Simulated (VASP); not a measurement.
# Re (P-3m1) in VASP: notebook, part 2 of 2

VASP 6.6.1. Earlier steps stand in the parts before.

### 3 Single point, PBEsol

INCAR reads:

```
SYSTEM = Re
PREC = Accurate
ENCUT = 520
EDIFF = 1E-6
ISMEAR = 0
SIGMA = 0.15
LREAL = .False.
LASPH = .True.
NELM = 100
ALGO = Normal
ISIF = 2
LWAVE = .False.
LCHARG = .False.
GGA = PS
NBANDS = 14
```

KPOINTS reads:

```
Automatic mesh
0
Gamma
  18 18 10
  0 0 0
```

POSCAR reads:

```
Re
1.0
    2.7274678575      0.0000000000      0.0000000000
   -1.3637339288      2.3620564526      0.0000000000
    0.0000000000      0.0000000000      4.4064109239
Re
2
Direct
    0.3333333333      0.6666666667      0.2187843934
    0.6666666667      0.3333333333      0.7812156066
```

Potentials or basis: VASP PAW PBE potentials, release 64 (Re).

On the command line:

```sh
$ cat potpaw_PBE.64/Re/POTCAR > POTCAR
$ mpirun -np 1 vasp_std > vasp.out
```

OUTCAR:

```text
SYSTEM = Re
   PREC = Accurate
   ENCUT = 520
   EDIFF = 1E-6
   ISMEAR = 0
   LREAL = .False.
   LASPH = .True.
   NELM = 100
   ISIF = 2
   GGA = PS

 ion  position               nearest neighbor table
   1  0.333  0.667  0.219-   2 2.49   2 2.49   2 2.49   2 2.94   2 2.94   2 2.94
   2  0.667  0.333  0.781-   1 2.49   1 2.49   1 2.49   1 2.94   1 2.94   1 2.94

  LATTYP: Found a hexagonal cell.
 ALAT       =     2.7274678575
 C/A-ratio  =     1.6155684151

  Lattice vectors:

 A1 = (   2.7274678575,   0.0000000000,   0.0000000000)
 A2 = (  -1.3637339288,   2.3620564526,   0.0000000000)
 A3 = (   0.0000000000,   0.0000000000,   4.4064109239)

Analysis of symmetry for initial positions (statically):
=====================================================================
 Subroutine PRICEL returns:
 Original cell was already a primitive cell.

 Routine SETGRP: Setting up the symmetry group for a
 hexagonal supercell.

 Subroutine GETGRP returns: Found 12 space group operations
 (whereof 12 operations were pure point group operations)
 out of a pool of 24 trial point group operations.

The static configuration has the point symmetry D_3d.

Analysis of symmetry for dynamics (positions and initial velocities):
=====================================================================
 Subroutine PRICEL returns:
 Original cell was already a primitive cell.

 Routine SETGRP: Setting up the symmetry group for a
 hexagonal supercell.

 Subroutine GETGRP returns: Found 12 space group operations
 (whereof 12 operations were pure point group operations)
 out of a pool of 24 trial point group operations.

The dynamic configuration has the point symmetry D_3d.

 Subroutine INISYM returns: Found 12 space group operations
 (whereof 12 operations are pure point group operations),
 and found     1 'primitive' translations

----------------------------------------------------------------------------------------

[... 116 lines left out ...]
   LORBIT       =      0    0 simple, 1 ext, 2 COOP (PROOUT), +10 PAW based schemes
   GGA     = PS    functional components
   LHFCALC =     F    Hartree Fock is set to
   AEXX    =    0.0000 exact exchange contribution
   IVDW    =     0    specifies the selected vdW correction
   LEPSILON=     F    determine dielectric tensor
   LRPA    =     F    only Hartree local field effects (RPA)
 non-spin polarized calculation
 Gauss-broadening in eV      SIGMA  =   0.15
  energy-cutoff  :      520.00
  volume of cell :       28.39
 maximum number of plane-waves:       782
   NGX = 11   NGY = 11   NGZ = 17

 number of electron      14.0000000 magnetization

 Free energy of the ion-electron system (eV)
  ---------------------------------------------------
  ext. energy  EPLUGINS =         0.00000000
  ---------------------------------------------------
  free energy    TOTEN  =       -26.31084764 eV

  energy without entropy =      -26.29732920  energy(sigma->0) =      -26.30408842

 E-fermi :   8.0784     XC(G=0): -13.9573

 val. band max:        8.0774025682   @ k =   0.3333   0.2778   0.0000
 cond. band min:       8.0850335593   @ k =   0.1667   0.0556   0.0000
 fundamental gap:      0.0076309911
 Fermi energy:         8.0784007207

 k-point     1 :       0.0000    0.0000    0.0000
  band No.  band energies     occupation
      1      -1.9375      2.00000
      2       1.0327      2.00000
      3       6.1253      2.00000
      4       6.1253      2.00000
      5       6.4239      2.00000
      6       6.6643      2.00000
      7       6.6643      2.00000
      8       8.9130      0.00000
      9       8.9130      0.00000
     10       9.6687      0.00000
     11      12.1175      0.00000
     12      12.1175      0.00000
     13      17.2164      0.00000
     14      22.1977      0.00000
[... 377 lines left out ...]
      1       1.8994      2.00000
      2       2.4102      2.00000
      3       2.8705      2.00000
      4       5.5757      2.00000
      5       6.0674      2.00000
      6       6.8366      2.00000
      7       7.7747      1.99581
      8      11.6607      0.00000
      9      12.0155      0.00000
     10      12.7900      0.00000
     11      14.1571      0.00000
     12      16.9683      0.00000
     13      18.3611      0.00000
     14      19.5595      0.00000

 [... further k-points ...]
[... 5 lines left out ...]
  --------------------------------------------------------------------------------------
  -------------------------------------------------------------------------------------
  Total        3.8400965      3.8400965      5.9050438     -0.0000000      0.0000000     -0.0000000
  in kB      216.7293936    216.7293936    333.2719733     -0.0000000      0.0000000     -0.0000000
  external PRESSURE =     255.5769202 kB  Pullay stress =       0.0000000 kB

 VOLUME and BASIS-vectors are now :
 -----------------------------------------------------------------------------
  energy-cutoff  :      520.00
  volume of cell :       28.39
      direct lattice vectors                 reciprocal lattice vectors
     2.727467858  0.000000000  0.000000000     0.366640434  0.211679953  0.000000000
    -1.363733929  2.362056453  0.000000000     0.000000000  0.423359907  0.000000000
     0.000000000  0.000000000  4.406410924     0.000000000  0.000000000  0.226942066

 POSITION                                       TOTAL-FORCE (eV/Angst)
 -----------------------------------------------------------------------------------
     -0.00000      1.57470      0.96405         0.000000      0.000000      4.061016
      1.36373      0.78735      3.44236        -0.000000      0.000000     -4.061016
 -----------------------------------------------------------------------------------
    total drift:                                0.000000     -0.000000     -0.000000

  FREE ENERGIE OF THE ION-ELECTRON SYSTEM (eV)
  ---------------------------------------------------
  free  energy   TOTEN  =       -26.3108476365 eV

  energy  without entropy=      -26.2973292044  energy(sigma->0) =      -26.30408842
```

Wall time 50 s (1 thread of Intel Xeon 6975P-C (Granite Rapids), shared host); peak memory 0.23 GiB.

What came out:

- Free energy: -26.3108 eV
- Pressure: 25.6 GPa
- Largest force: 4.061 eV/Å
- Band gap on the k mesh: zero (band 7 reaches 10.00 eV, above the bottom of band 8 at 6.82 eV)

Forces on the atoms (eV/Å):
```
Re   0.000  0.000  4.061
Re   0.000  0.000 -4.061
```

Levels at points of the mesh, in eV from the Fermi level:
```csv
k point,band 5,band 6,band 7,band 8,band 9,band 10
"(0.00, 0.00, 0.00)",-1.65,-1.41,-1.41,0.83,0.83,1.59
"(0.50, 0.00, 0.00)",-1.54,-1.18,-0.23,4.16,4.54,5.34
"(0.00, 0.00, 0.50)",-2.14,-1.97,-1.97,-0.60,2.34,2.34
"(0.50, 0.00, 0.50)",-0.90,1.16,1.31,1.88,3.95,4.31
```

Caveat: the PAW data sets were made with another functional, which shifts forces and pressure a little; spin-orbit coupling is left out, which moves the levels of the heavy elements.
